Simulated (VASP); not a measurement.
# Pt (Fm-3m) in VASP: further runs

Pt is run at these levels: RPBE, BLYP; tasks: single point.

All numbers are computed with VASP 6.6.1; they aren't measurements. Logs are shortened: lines on timing, memory, paths and dates and some standing lists are left out, and cuts for length are marked.

## (1) The cell of the first run

Symmetry: Fm-3m, No. 225, cubic system. The conventional cell has a = 3.922 Å, b = 3.922 Å, c = 3.922 Å, α = 90.00°, β = 90.00°, γ = 90.00°. Pt (site symmetry m-3m) has 12 Pt at 2.77 Å within 3.7 Å.

## (2) Single point, RPBE

Input file INCAR:

```
  PREC = Accurate
  ENCUT = 520
  EDIFF = 1E-7
  ISMEAR = -1
  SIGMA = 0.1
  LREAL = F
  LASPH = T
  NELM = 60
  ALGO = Normal
  ISIF = 2
  LWAVE = F
  LCHARG = F
  GGA = RP
  NBANDS = 11
```

Input file KPOINTS:

```
regular mesh
0
Gamma
  15 15 15
```

Input file POSCAR:

```
Pt
1.0
    0.0000000000      1.9609000000      1.9609000000
    1.9609000000      0.0000000000      1.9609000000
    1.9609000000      1.9609000000      0.0000000000
Pt
1
Direct
    0.0000000000      0.0000000000      0.0000000000
```

Potentials or basis: VASP PAW PBE potentials, release 64 (Pt).

On the command line:

```sh
> cat potpaw_PBE.64/Pt/POTCAR > POTCAR
> mpirun -np 1 vasp_std > vasp.out
```

OUTCAR:

```text
PREC = Accurate
   ENCUT = 520
   EDIFF = 1E-7
   ISMEAR = -1
   LREAL = F
   LASPH = T
   NELM = 60
   ISIF = 2
   GGA = RP

 ion  position               nearest neighbor table
   1  0.000  0.000  0.000-

  LATTYP: Found a face centered cubic cell.
 ALAT       =     3.9218000000

  Lattice vectors:

 A1 = (   0.0000000000,   1.9609000000,   1.9609000000)
 A2 = (   1.9609000000,   0.0000000000,   1.9609000000)
 A3 = (   1.9609000000,   1.9609000000,   0.0000000000)

Analysis of symmetry for initial positions (statically):
=====================================================================
 Subroutine PRICEL returns:
 Original cell was already a primitive cell.

 Routine SETGRP: Setting up the symmetry group for a
 face centered cubic supercell.

 Subroutine GETGRP returns: Found 48 space group operations
[... 9 lines left out ...]

 Routine SETGRP: Setting up the symmetry group for a
 face centered cubic supercell.

 Subroutine GETGRP returns: Found 48 space group operations
[... 11 lines left out ...]
                                     Primitive cell

  volume of cell :      15.0798

  direct lattice vectors                    reciprocal lattice vectors
     0.000000000  1.960900000  1.960900000    -0.254984956  0.254984956  0.254984956
     1.960900000  0.000000000  1.960900000     0.254984956 -0.254984956  0.254984956
     1.960900000  1.960900000  0.000000000     0.254984956  0.254984956 -0.254984956

  length of vectors
     2.773131374  2.773131374  2.773131374     0.441646899  0.441646899  0.441646899

  position of ions in fractional coordinates (direct lattice)
     0.000000000  0.000000000  0.000000000

  ion indices of the primitive-cell ions
   primitive index   ion index
                 1           1

----------------------------------------------------------------------------------------

 KPOINTS: regular mesh

Automatic generation of k-mesh.
 Grid dimensions read from file:
 generate k-points for:   15   15   15

 Generating k-lattice:

  Cartesian coordinates                     Fractional coordinates (reciprocal lattice)
    -0.016998997  0.016998997  0.016998997     0.066666667  0.000000000  0.000000000
     0.016998997 -0.016998997  0.016998997     0.000000000  0.066666667  0.000000000
     0.016998997  0.016998997 -0.016998997     0.000000000  0.000000000  0.066666667

  Length of vectors
     0.029443127  0.029443127  0.029443127

  Shift w.r.t. Gamma in fractional coordinates (k-lattice)
     0.000000000  0.000000000  0.000000000

 Subroutine IBZKPT returns following result:
 ===========================================

 Found    120 irreducible k-points:

 Following reciprocal coordinates:
            Coordinates               Weight
  0.000000  0.000000  0.000000      1.000000
  0.066667  0.000000  0.000000      8.000000
  0.133333  0.000000  0.000000      8.000000
  0.200000  0.000000  0.000000      8.000000
  0.266667  0.000000  0.000000      8.000000
  0.333333  0.000000  0.000000      8.000000
[... 16 lines left out ...]
  0.133333  0.133333  0.000000      6.000000
  0.200000  0.133333  0.000000     24.000000
 [... further k-points ...]
   k-points           NKPTS =    120   k-points in BZ     NKDIM =    120   number of bands    NBANDS=     11
   number of dos      NEDOS =    301   number of ions     NIONS =      1
   total plane-waves  NPLWV =  13824
   dimension x,y,z NGX =    24 NGY =   24 NGZ =   24
   dimension x,y,z NGXF=    48 NGYF=   48 NGZF=   48
   ions per type =               1
   NGX,Y,Z   is equivalent  to a cutoff of  14.39, 14.39, 14.39 a.u.
   NGXF,Y,Z  is equivalent  to a cutoff of  28.78, 28.78, 28.78 a.u.
 SYSTEM =  unknown system
   PREC   = accura    normal or accurate (medium, high low for compatibility)
   ISTART =      0    job   : 0-new  1-cont  2-samecut
   ICHARG =      2    charge: 1-file 2-atom 10-const
   ISPIN  =      1    spin polarized calculation?
   LNONCOLLINEAR =      F non collinear calculations
   LSORBIT =      F    spin-orbit coupling
   LASPH  =      T    aspherical Exc in radial PAW
   ENCUT  =  520.0 eV  38.22 Ry    6.18 a.u.   5.16  5.16  5.16*2*pi/ulx,y,z
   NELM   =     60;   NELMIN=  2; NELMDL= -5     # of ELM steps
   EDIFF  = 0.1E-06   stopping-criterion for ELM
   LREAL  =      F    real-space projection
   EDIFFG = 0.1E-05   stopping-criterion for IOM
   NSW    =      0    number of steps for IOM
   IBRION =     -1    ionic relax: 0-MD 1-quasi-New 2-CG
   NFREE  =      0    steps in history (QN), initial steepest desc. (CG)
   ISIF   =      2    stress and relaxation
   ISYM   =      2    0-nonsym 1-usesym 2-fastsym
   POTIM  = 0.5000    time-step for ionic-motion
   TEBEG  =    0.0;   TEEND  =   0.0 temperature during run
   PSTRESS=    0.0 pullay stress
   NELECT =      10.0000    total number of electrons
   NUPDOWN=      -1.0000    fix difference up-down
   EMIN   =  10.00;   EMAX   =-10.00  energy-range for DOS
   EFERMI =   0.00;   METHOD = LEGACY
   ISMEAR =    -1;   SIGMA  =   0.10  broadening in eV -4-tet -1-fermi 0-gaus
   EFERMI_NEDOS =   21; number of points for ismear=-14 and -15
   IALGO  =     38    algorithm
   IMIX   =      4    mixing-type and parameters
     AMIX     =   0.40;   BMIX     =  1.00
     AMIX_MAG =   1.60;   BMIX_MAG =  1.00
  volume/ion in A,a.u.               =      15.08       101.76
  Fermi-wavevector in a.u.,A,eV,Ry     =   1.427609  2.697791 27.729605  2.038068
  Thomas-Fermi vector in A             =   2.547760
   LORBIT       =      0    0 simple, 1 ext, 2 COOP (PROOUT), +10 PAW based schemes
   GGA     = RP    functional components
   LHFCALC =     F    Hartree Fock is set to
   AEXX    =    0.0000 exact exchange contribution
   IVDW    =     0    specifies the selected vdW correction
   LEPSILON=     F    determine dielectric tensor
   LRPA    =     F    only Hartree local field effects (RPA)
 non-spin polarized calculation
  energy-cutoff  :      520.00
  volume of cell :       15.08
 maximum number of plane-waves:       419
 NGX is ok and might be reduce to    24
   NGX = 11   NGY = 11   NGZ = 11

 number of electron      10.0000000 magnetization

 Free energy of the ion-electron system (eV)
  ---------------------------------------------------
  ext. energy  EPLUGINS =         0.00000000
  ---------------------------------------------------
  free energy    TOTEN  =        -5.45241074 eV

  energy without entropy =       -5.39842496  energy(sigma->0) =       -5.42541785

 E-fermi :  11.3670     XC(G=0): -13.4359

 val. band max:       11.3471819024   @ k =  -0.4667   0.2667   0.0667
 cond. band min:      11.3715061151   @ k =  -0.4667   0.2000   0.0000
 fundamental gap:      0.0243242127
 Fermi energy:        11.3670371515

 k-point     1 :       0.0000    0.0000    0.0000
  band No.  band energies     occupation
      1       1.1632      2.00000
      2       7.5694      2.00000
      3       7.5694      2.00000
      4       7.5694      2.00000
      5       9.7136      2.00000
      6       9.7136      2.00000
      7      25.9643      0.00000
      8      30.9518      0.00000
      9      30.9518      0.00000
     10      30.9518      0.00000
     11      36.2847      0.00000

 k-point     2 :       0.0667    0.0000    0.0000
  band No.  band energies     occupation
      1       1.3420      2.00000
      2       7.4899      2.00000
      3       7.6401      2.00000
      4       7.6401      2.00000
      5       9.6742      2.00000
      6       9.6742      2.00000
      7      26.2422      0.00000
      8      30.0349      0.00000
      9      31.2271      0.00000
     10      31.2271      0.00000
     11      37.2874      0.00000

 k-point     3 :       0.1333    0.0000    0.0000
  band No.  band energies     occupation
      1       1.8541      2.00000
      2       7.3012      2.00000
      3       7.8113      2.00000
      4       7.8113      2.00000
      5       9.6074      2.00000
      6       9.6074      2.00000
      7      26.9598      0.00000
      8      28.2566      0.00000
      9      32.0167      0.00000
     10      32.0167      0.00000
     11      37.3966      0.00000

 k-point     4 :       0.2000    0.0000    0.0000
  band No.  band energies     occupation
      1       2.6081      2.00000
      2       7.1524      2.00000
      3       7.9484      2.00000
      4       7.9484      2.00000
      5       9.6684      2.00000
      6       9.6684      2.00000
      7      26.2715      0.00000
      8      27.6814      0.00000
      9      33.1908      0.00000
     10      33.1908      0.00000
     11      35.3961      0.00000

 k-point     5 :       0.2667    0.0000    0.0000
  band No.  band energies     occupation
      1       3.3862      2.00000
      2       7.3092      2.00000
      3       7.9149      2.00000
      4       7.9149      2.00000
      5      10.0001      2.00000
      6      10.0001      2.00000
      7      24.1014      0.00000
      8      27.5819      0.00000
      9      34.0761      0.00000
     10      34.0761      0.00000
     11      34.9791      0.00000
[... 211 lines left out ...]
 k-point    21 :      -0.1333    0.0667    0.0000
  band No.  band energies     occupation
      1       2.2358      2.00000
      2       7.1295      2.00000
      3       7.9422      2.00000
      4       7.9489      2.00000
      5       9.3265      2.00000
      6       9.8567      2.00000
      7      27.4271      0.00000
      8      27.6391      0.00000
      9      31.3611      0.00000
     10      33.1850      0.00000
     11      35.8375      0.00000

 k-point    22 :      -0.0667    0.0667    0.0000
  band No.  band energies     occupation
      1       1.6332      2.00000
      2       7.3440      2.00000
      3       7.7391      2.00000
      4       7.7856      2.00000
      5       9.4970      2.00000
      6       9.7478      2.00000
      7      26.6760      0.00000
      8      29.1962      0.00000
      9      31.0290      0.00000
     10      31.9708      0.00000
     11      37.9909      0.00000

 k-point    23 :       0.1333    0.1333    0.0000
  band No.  band energies     occupation
      1       2.0901      2.00000
      2       6.9908      2.00000
      3       8.0579      2.00000
      4       8.0579      2.00000
      5       9.0797      2.00000
      6       9.9576      2.00000
      7      27.3961      0.00000
      8      29.4003      0.00000
      9      30.8933      0.00000
     10      30.8933      0.00000
     11      38.8962      0.00000

 k-point    24 :       0.2000    0.1333    0.0000
  band No.  band energies     occupation
      1       2.6699      2.00000
      2       6.7371      2.00000
      3       8.2226      2.00000
      4       8.2971      2.00000
      5       8.9529      2.00000
      6      10.0925      1.99999
      7      28.0454      0.00000
      8      28.2512      0.00000
      9      30.7761      0.00000
     10      31.3915      0.00000
     11      36.5661      0.00000

 [... further k-points ...]
[... 5 lines left out ...]
  --------------------------------------------------------------------------------------
  -------------------------------------------------------------------------------------
  Total        1.3322215      1.3322215      1.3322215      0.0000000      0.0000000      0.0000000
  in kB      141.5437461    141.5437461    141.5437461      0.0000000      0.0000000      0.0000000
  external PRESSURE =     141.5437461 kB  Pullay stress =       0.0000000 kB

 VOLUME and BASIS-vectors are now :
 -----------------------------------------------------------------------------
  energy-cutoff  :      520.00
  volume of cell :       15.08
      direct lattice vectors                 reciprocal lattice vectors
     0.000000000  1.960900000  1.960900000    -0.254984956  0.254984956  0.254984956
     1.960900000  0.000000000  1.960900000     0.254984956 -0.254984956  0.254984956
     1.960900000  1.960900000  0.000000000     0.254984956  0.254984956 -0.254984956

 POSITION                                       TOTAL-FORCE (eV/Angst)
 -----------------------------------------------------------------------------------
      0.00000      0.00000      0.00000         0.000000      0.000000      0.000000
 -----------------------------------------------------------------------------------
    total drift:                                0.000000      0.000000      0.000000

  FREE ENERGIE OF THE ION-ELECTRON SYSTEM (eV)
  ---------------------------------------------------
  free  energy   TOTEN  =        -5.4524107407 eV

  energy  without entropy=       -5.3984249564  energy(sigma->0) =       -5.42541785
```

Wall time 9.9 s (1 thread of Intel Xeon 6975P-C (Granite Rapids), shared host); peak memory 0.15 GiB.

Results:

* Free energy: -5.4524 eV
* Pressure: 14.2 GPa
* Band gap on the k mesh: zero (band 5 reaches 11.79 eV, above the bottom of band 6 at 9.61 eV)

Caveat: the PAW data sets were made with another functional, which shifts forces and pressure a little; spin-orbit coupling is left out, which moves the levels of the heavy elements.

(Part 1 of 2 ends here.)
